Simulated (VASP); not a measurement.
Wanted: the native input for a VASP 6.6.1 run.

- Task: single point
- Functional: PBE
- Potentials or basis: VASP PAW PBE potentials, release 64 (Sn_d, O)
- Cutoff: 520 eV
- k mesh: 6 × 6 × 6
- Occupations: fermi-dirac, width 0.02 eV
- Spin: no spin polarisation
- Dipole correction: no
- Further INCAR settings: ALGO = Normal; EDIFF = 1e-06; NBANDS = 64

The structure of SnO2 lies in POSCAR:

```
SnO2
1.0
   -3.2001425945      3.3663035207      3.3663032624
    3.2001425945     -3.3663035207      3.3663032624
    3.2001425945      3.3663035207     -3.3663032624
Sn O
4 8
Direct
    1.0000000000      0.2500000000      0.7500000000
    0.0000000000      0.7500000000      0.2500000000
    0.5000000000      0.5000000000      0.5000000000
    0.5000000000      0.0000000000      0.0000000000
    0.1940958877      0.1940958877      0.5000000000
    0.6940958746      0.7500000000      0.9440958746
    0.1940958877      0.6940958877      1.0000000000
    0.3059041254      0.7500000000      0.5559041254
    0.6940958746      0.2500000000      0.4440958746
    0.3059041254      0.2500000000      0.0559041254
    0.8059041123      0.3059041123      0.0000000000
    0.8059041123      0.8059041123      0.5000000000
```

One way to write it, as run:

INCAR

```
  PREC = Accurate
  ENCUT = 520
  EDIFF = 1E-6
  ISMEAR = -1
  SIGMA = 0.02
  LREAL = False
  LASPH = True
  NELM = 80
  ALGO = Normal
  ISIF = 2
  LWAVE = False
  LCHARG = False
  GGA = PE
  NBANDS = 64
```

KPOINTS

```
Automatic mesh
0
Gamma
  6 6 6
```

Potentials or basis: VASP PAW PBE potentials, release 64 (Sn_d, O).

Run with:

```console
$ cat potpaw_PBE.64/Sn_d/POTCAR potpaw_PBE.64/O/POTCAR > POTCAR
$ mpirun -np 1 vasp_std > vasp.out
```

It gave:

| Property | Result |
| --- | --- |
| Pressure | 8.4 GPa |
| Largest force | 0.051 eV/Å |
| Band gap on the k mesh | 1.09 eV |

Caveat: the cell stands under pressure; spin-orbit coupling is left out, which moves the levels of the heavy elements.

Run time: 8.1 min on 1 thread of Intel(R) Xeon(R) Platinum 8259CL CPU @ 2.50GHz (Skylake/Cascade Lake), on a shared host, peak memory 0.43 GiB.
